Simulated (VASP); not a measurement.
# LiHF2 (R-3m) in VASP: relaxation of the atoms with PBEsol

Aim: the relaxation of the atoms of LiHF2 with PBEsol.

All numbers are computed with VASP 6.6.1; they aren't measurements. Logs are shortened: lines on timing, memory, paths and dates and some standing lists are left out, and cuts for length are marked.

**1. The cell of the first run**

It takes space group R-3m (No. 166, trigonal). The conventional cell has a = 2.971 Å, b = 2.971 Å, c = 13.051 Å, α = 90.00°, β = 90.00°, γ = 120.00°. Li (site symmetry -3m) has 6 F at 2.01 Å and 6 H at 2.77 Å within 2.8 Å. H (site symmetry -3m) has 2 F at 1.13 Å within 1.5 Å. F (site symmetry 3m) has 1 H at 1.13 Å within 1.5 Å.

**2. Relaxation of the atoms, PBEsol (8.31 Å³/atom)**

Input file INCAR:

```
ALGO = Normal ; EDIFF = 1E-7
EDIFFG = -0.002 ; ENCUT = 520
GGA = PS ; IBRION = 2
ISIF = 2 ; ISMEAR = 0
LASPH = T ; LCHARG = F
LREAL = F ; LWAVE = F
NELM = 80 ; NSW = 100
PREC = Accurate ; SIGMA = 0.01
```

Input file KPOINTS:

```
k-points
0
Gamma
  8 8 8
```

Input file POSCAR:

```
LiHF2
1.0
    1.4854902464      0.8576481936      4.3501936452
   -1.4854902464      0.8576481936      4.3501936452
    0.0000000000     -1.7152963872      4.3501936452
Li H F
1 1 2
Direct
    0.0000000000      0.0000000000      0.0000000000
    0.5000000000      0.5000000000      0.5000000000
    0.4131272606      0.4131272606      0.4131272606
    0.5868727394      0.5868727394      0.5868727394
```

Potentials or basis: VASP PAW PBE potentials, release 64 (Li_sv, H, F).

Command:

```bash
$ cat potpaw_PBE.64/Li_sv/POTCAR potpaw_PBE.64/H/POTCAR potpaw_PBE.64/F/POTCAR > POTCAR
$ mpirun -np 1 vasp_std > vasp.out
```

OUTCAR:

```text
EDIFF = 1E-7
   EDIFFG = -0.002
   ENCUT = 520
   GGA = PS
   IBRION = 2
   ISIF = 2
   ISMEAR = 0
   LASPH = T
   LREAL = F
   NELM = 80
   NSW = 100
   PREC = Accurate

 ion  position               nearest neighbor table
   1  0.000  0.000  0.000-   4 2.01   3 2.01   4 2.01   4 2.01   3 2.01   3 2.01
   2  0.500  0.500  0.500-   3 1.13   4 1.13
   3  0.413  0.413  0.413-   2 1.13   1 2.01   1 2.01   1 2.01
   4  0.587  0.587  0.587-   2 1.13   1 2.01   1 2.01   1 2.01

  LATTYP: Found a trigonal (rhomboedric) cell.
 ALAT       =     4.6761550923
 COS(alpha) =     0.7981671786

  Lattice vectors:

 A1 = (   1.4854902464,   0.8576481936,   4.3501936452)
 A2 = (  -1.4854902464,   0.8576481936,   4.3501936452)
 A3 = (   0.0000000000,  -1.7152963872,   4.3501936452)

Analysis of symmetry for initial positions (statically):
=====================================================================
 Subroutine PRICEL returns:
 Original cell was already a primitive cell.

 Routine SETGRP: Setting up the symmetry group for a
 trigonal (rhombohedral) supercell.

 Subroutine GETGRP returns: Found 12 space group operations
 (whereof 12 operations were pure point group operations)
 out of a pool of 12 trial point group operations.

The static configuration has the point symmetry D_3d.

Analysis of symmetry for dynamics (positions and initial velocities):
=====================================================================
 Subroutine PRICEL returns:
 Original cell was already a primitive cell.

 Routine SETGRP: Setting up the symmetry group for a
 trigonal (rhombohedral) supercell.

 Subroutine GETGRP returns: Found 12 space group operations
 (whereof 12 operations were pure point group operations)
 out of a pool of 12 trial point group operations.

The dynamic configuration has the point symmetry D_3d.

 Subroutine INISYM returns: Found 12 space group operations
 (whereof 12 operations are pure point group operations),
 and found     1 'primitive' translations

----------------------------------------------------------------------------------------

                                     Primitive cell

  volume of cell :      33.2536

  direct lattice vectors                    reciprocal lattice vectors
     1.485490246  0.857648194  4.350193645     0.336589218  0.194329875  0.076624941
    -1.485490246  0.857648194  4.350193645    -0.336589218  0.194329875  0.076624941
     0.000000000 -1.715296387  4.350193645     0.000000000 -0.388659751  0.076624941

  length of vectors
     4.676155092  4.676155092  4.676155092     0.396141116  0.396141116  0.396141116

  position of ions in fractional coordinates (direct lattice)
     0.000000000  0.000000000  0.000000000
     0.500000000  0.500000000  0.500000000
     0.413127261  0.413127261  0.413127261
     0.586872739  0.586872739  0.586872739

  ion indices of the primitive-cell ions
   primitive index   ion index
                 1           1
                 2           2
                 3           3
                 4           4

----------------------------------------------------------------------------------------

 KPOINTS: k-points

Automatic generation of k-mesh.
 Grid dimensions read from file:
 generate k-points for:    8    8    8

 Generating k-lattice:

  Cartesian coordinates                     Fractional coordinates (reciprocal lattice)
     0.042073652  0.024291234  0.009578118     0.125000000  0.000000000  0.000000000
    -0.042073652  0.024291234  0.009578118     0.000000000  0.125000000  0.000000000
     0.000000000 -0.048582469  0.009578118     0.000000000  0.000000000  0.125000000

  Length of vectors
     0.049517639  0.049517639  0.049517639

  Shift w.r.t. Gamma in fractional coordinates (k-lattice)
     0.000000000  0.000000000  0.000000000

 Subroutine IBZKPT returns following result:
 ===========================================

 Found     65 irreducible k-points:

 Following reciprocal coordinates:
            Coordinates               Weight
  0.000000  0.000000  0.000000      1.000000
  0.125000 -0.000000  0.000000      6.000000
  0.250000 -0.000000  0.000000      6.000000
  0.375000 -0.000000 -0.000000      6.000000
  0.500000 -0.000000  0.000000      3.000000
  0.125000  0.125000  0.000000      6.000000
[... 16 lines left out ...]
  0.250000  0.125000  0.125000      6.000000
  0.375000  0.125000  0.125000      6.000000
 [... further k-points ...]
   k-points           NKPTS =     65   k-points in BZ     NKDIM =     65   number of bands    NBANDS=     13
   number of dos      NEDOS =    301   number of ions     NIONS =      4
   total plane-waves  NPLWV =  46656
   dimension x,y,z NGX =    36 NGY =   36 NGZ =   36
   dimension x,y,z NGXF=    72 NGYF=   72 NGZF=   72
   ions per type =               1   1   2
   NGX,Y,Z   is equivalent  to a cutoff of  12.80, 12.80, 12.80 a.u.
   NGXF,Y,Z  is equivalent  to a cutoff of  25.60, 25.60, 25.60 a.u.
 SYSTEM =  unknown system
   PREC   = accura    normal or accurate (medium, high low for compatibility)
   ISTART =      0    job   : 0-new  1-cont  2-samecut
   ICHARG =      2    charge: 1-file 2-atom 10-const
   ISPIN  =      1    spin polarized calculation?
   LNONCOLLINEAR =      F non collinear calculations
   LSORBIT =      F    spin-orbit coupling
   LASPH  =      T    aspherical Exc in radial PAW
   ENCUT  =  520.0 eV  38.22 Ry    6.18 a.u.   8.69  8.69  8.69*2*pi/ulx,y,z
   NELM   =     80;   NELMIN=  2; NELMDL= -5     # of ELM steps
   EDIFF  = 0.1E-06   stopping-criterion for ELM
   LREAL  =      F    real-space projection
   EDIFFG = -.2E-02   stopping-criterion for IOM
   NSW    =    100    number of steps for IOM
   IBRION =      2    ionic relax: 0-MD 1-quasi-New 2-CG
   NFREE  =      1    steps in history (QN), initial steepest desc. (CG)
   ISIF   =      2    stress and relaxation
   ISYM   =      2    0-nonsym 1-usesym 2-fastsym
   POTIM  = 0.5000    time-step for ionic-motion
   TEBEG  =    0.0;   TEEND  =   0.0 temperature during run
   PSTRESS=    0.0 pullay stress
   NELECT =      18.0000    total number of electrons
   NUPDOWN=      -1.0000    fix difference up-down
   EMIN   =  10.00;   EMAX   =-10.00  energy-range for DOS
   EFERMI =   0.00;   METHOD = LEGACY
   ISMEAR =     0;   SIGMA  =   0.01  broadening in eV -4-tet -1-fermi 0-gaus
   EFERMI_NEDOS =   21; number of points for ismear=-14 and -15
   IALGO  =     38    algorithm
   IMIX   =      4    mixing-type and parameters
     AMIX     =   0.40;   BMIX     =  1.00
     AMIX_MAG =   1.60;   BMIX_MAG =  1.00
  volume/ion in A,a.u.               =       8.31        56.10
  Fermi-wavevector in a.u.,A,eV,Ry     =   1.334195  2.521263 24.219418  1.780077
  Thomas-Fermi vector in A             =   2.462995
   LORBIT       =      0    0 simple, 1 ext, 2 COOP (PROOUT), +10 PAW based schemes
   GGA     = PS    functional components
   LHFCALC =     F    Hartree Fock is set to
   AEXX    =    0.0000 exact exchange contribution
   IVDW    =     0    specifies the selected vdW correction
   LEPSILON=     F    determine dielectric tensor
   LRPA    =     F    only Hartree local field effects (RPA)
 conjugate gradient relaxation of ions
 non-spin polarized calculation
 Gauss-broadening in eV      SIGMA  =   0.01
  energy-cutoff  :      520.00
  volume of cell :       33.25
 maximum number of plane-waves:       916
   NGX = 17   NGY = 17   NGZ = 17

--------------------------------------- Ionic step        1  -------------------------------------------

 number of electron      17.9999998 magnetization

 Free energy of the ion-electron system (eV)
  ---------------------------------------------------
  ext. energy  EPLUGINS =         0.00000000
  ---------------------------------------------------
  free energy    TOTEN  =       -18.59926271 eV

  energy without entropy =      -18.59926271  energy(sigma->0) =      -18.59926271

------------------------ aborting loop because EDIFF is reached ----------------------------------------

  FORCE on cell =-STRESS in cart. coord.  units (eV):
  Direction    XX          YY          ZZ          XY          YZ          ZX
  --------------------------------------------------------------------------------------
  -------------------------------------------------------------------------------------
  Total        0.0575982      0.0575982      0.7147297      0.0000000      0.0000000      0.0000000
  in kB        2.7751134      2.7751134     34.4360711      0.0000000      0.0000000      0.0000000
  external PRESSURE =      13.3287660 kB  Pullay stress =       0.0000000 kB
[... 61 lines left out ...]
  energy  without entropy=      -18.6001551311  energy(sigma->0) =      -18.60015513

--------------------------------------- Ionic step        3  -------------------------------------------

 number of electron      17.9999993 magnetization

 Free energy of the ion-electron system (eV)
  ---------------------------------------------------
  ext. energy  EPLUGINS =         0.00000000
  ---------------------------------------------------
  free energy    TOTEN  =       -18.60061508 eV

  energy without entropy =      -18.60061508  energy(sigma->0) =      -18.60061508

 E-fermi :  -2.7094     XC(G=0):  -9.3386

 val. band max:       -2.8163906977   @ k =   0.5000   0.5000   0.5000
 cond. band min:       5.3598024481   @ k =   0.0000   0.0000   0.0000
 fundamental gap:      8.1761931458
 Fermi energy:        -2.7093516671

 k-point     1 :       0.0000    0.0000    0.0000
  band No.  band energies     occupation
      1     -42.6354      2.00000
      2     -23.7738      2.00000
      3     -22.2864      2.00000
      4      -8.5132      2.00000
      5      -3.2242      2.00000
      6      -3.2242      2.00000
      7      -3.0508      2.00000
      8      -3.0356      2.00000
      9      -3.0356      2.00000
     10       5.3598      0.00000
     11      10.1447      0.00000
     12      14.2747      0.00000
     13      15.6528      0.00000
[... 353 lines left out ...]
 k-point    24 :       0.3750    0.1250    0.1250
  band No.  band energies     occupation
      1     -42.6206      2.00000
      2     -23.5675      2.00000
      3     -22.3000      2.00000
      4      -8.0523      2.00000
      5      -4.5276      2.00000
      6      -3.5977      2.00000
      7      -3.3959      2.00000
      8      -3.3533      2.00000
      9      -3.2396      2.00000
     10       7.1124      0.00000
     11      11.2081      0.00000
     12      13.9106      0.00000
     13      14.4873      0.00000

 [... further k-points ...]
[... 5 lines left out ...]
  --------------------------------------------------------------------------------------
  -------------------------------------------------------------------------------------
  Total        0.0850293      0.0850293      0.3781096     -0.0000000      0.0000000     -0.0000000
  in kB        4.0967579      4.0967579     18.2175312     -0.0000000      0.0000000     -0.0000000
  external PRESSURE =       8.8036823 kB  Pullay stress =       0.0000000 kB
[... 19 lines left out ...]
  FREE ENERGIE OF THE ION-ELECTRON SYSTEM (eV)
  ---------------------------------------------------
  free  energy   TOTEN  =       -18.6006150760 eV

  energy  without entropy=      -18.6006150760  energy(sigma->0) =      -18.60061508

 reached required accuracy - stopping structural energy minimisation
```

Run time: 2.7 min. Hardware: 1 thread of Intel Xeon 8259CL, shared host; peak memory 0.21 GiB.

What came out:

```
Free energy               : -18.6006 eV
Energy gained by relaxing : 0.3 meV/atom
Ionic steps               : 3
Band gap on the k mesh    : 8.18 eV (least direct gap 8.40 eV)
```

Step by step:
| step | energy change (eV) | largest force (eV/Å) | pressure (GPa) |
| --- | --- | --- | --- |
| 1 | 0.0000 | 0.2117 | 1.33 |
| 2 | -0.0009 | 0.1215 | 0.63 |
| 3 | -0.0014 | 0.0001 | 0.88 |

Final structure:
```
Li H F
1.0
     1.48549    0.85765    4.35019
    -1.48549    0.85765    4.35019
     0.00000   -1.71530    4.35019
Li H F
1 1 2
Direct
  0.00000 0.00000 0.00000
  0.50000 0.50000 0.50000
  0.41263 0.41263 0.41263
  0.58737 0.58737 0.58737
```

Caveat: the cutoff is under 1.25 times the usual one of these potentials, so pressure, stress and relaxed cells hold a basis-set (Pulay) error; the PAW data sets were made with another functional, which shifts forces and pressure a little.
